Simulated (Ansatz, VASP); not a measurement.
# Two plane-wave programs on AlSn4

```
Al Sn
1.0
     5.32572    0.00000    0.00000
     0.00000    5.32572    0.00000
     0.00000    0.00000    5.32572
Al Sn
1 4
Direct
  0.50000 0.50000 0.50000
  0.00000 0.50000 0.50000
  0.50000 0.50000 0.00000
  0.50000 0.00000 0.50000
  0.00000 0.00000 0.00000
```

Change from the starting cell: species swapped into the Fe4N type (Pm-3m, No. 221).

Alike in both runs: functional PBE; k mesh 8 × 8 × 8; occupations gaussian, width 0.1 eV; no spin polarisation.

Ansatz relaxed the structure, and its values are those at the end. VASP's run is a single point on that final structure, the one shown.

|  | VASP | Ansatz |
| --- | --- | --- |
| version | VASP 6.6.1 | Ansatz 0.2.0 |
| potentials or method | VASP PAW PBE potentials, release 64 (Al, Sn_d), cutoff 520 eV | scalar-relativistic, plane waves, PAW |
| valence electrons in the cell | 59 | 59 |

|  | VASP | Ansatz | Ansatz less VASP |
| --- | --- | --- | --- |
| gap on the k mesh at the Fermi level (eV) | none | none | - |
| pressure (GPa) | -0.1 | 0.0 | +0.07 |

A gap of «none» marks a metal or a gap that the smearing closes.
